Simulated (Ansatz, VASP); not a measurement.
# Two plane-wave programs on Cu4Mo

INCAR

```
ALGO = Normal
EDIFF = 1E-7
ENCUT = 520
GGA = PE
ISIF = 2
ISMEAR = 0
LASPH = T
LCHARG = F
LREAL = F
LWAVE = F
NBANDS = 37
NELM = 80
PREC = Accurate
SIGMA = 0.1
```

The input KPOINTS:

```
k-points
0
Gamma
  6 6 6
```

POSCAR

```
Cu4Mo
1.0
   -2.0677251800      2.0677251800      3.7882357600
    2.0677251800     -2.0677251800      3.7882357600
    2.0677251800      2.0677251800     -3.7882357600
Cu Mo
4 1
Direct
    0.7481527900      0.7481527900      0.0000000000
    0.5000000000      0.0000000000      0.5000000000
    0.0000000000      0.5000000000      0.5000000000
    0.2518472100      0.2518472100      0.0000000000
    0.0000000000      0.0000000000      0.0000000000
```

Input for Ansatz:

```yaml
crystal:
  lattice:
    - [-2.06772518, 2.06772518, 3.78823576]
    - [2.06772518, -2.06772518, 3.78823576]
    - [2.06772518, 2.06772518, -3.78823576]
  atoms:
    - { symbol: Cu, position: [0.74815279, 0.74815279, 0.0] }
    - { symbol: Cu, position: [0.5, 0.0, 0.5] }
    - { symbol: Cu, position: [0.0, 0.5, 0.5] }
    - { symbol: Cu, position: [0.25184721, 0.25184721, 0.0] }
    - { symbol: Mo, position: [0.0, 0.0, 0.0] }
basis:
  ecutwfc: 420
kpoints:
  mp_grid: { grid: [6, 6, 6] }
hamiltonian:
  xc: pbe
scf:
  occupations: { method: gaussian, width: 0.1 }
  lower_state_search: "off"
output:
  forces: true
  stress: true
  eigenvalues: true
```

Change from the starting cell: species swapped into the PbF4 type (I4/mmm, No. 139).

Alike in both runs: task single point; functional PBE; k mesh 6 × 6 × 6; occupations gaussian, width 0.1 eV; no spin polarisation.

```csv
,VASP,Ansatz
version,VASP 6.6.1,Ansatz 0.2.0
potentials or method,"VASP PAW PBE potentials, release 64 (Cu, Mo_sv), cutoff 520 eV","scalar-relativistic, plane waves, PAW"
valence electrons in the cell,58,90
```

```csv
,VASP,Ansatz,Ansatz less VASP
gap on the k mesh at the Fermi level (eV),none,none,-
rms of the force components (eV/Å),4.747,4.497,-0.2496
```

Atom by atom the forces differ by 0.250 eV/Å (rms over components). A gap of «none» marks a metal or a gap that the smearing closes. VASP's potentials hold 58 valence electrons a cell and Ansatz's 90, so a difference there can come from the potentials and not from the codes.
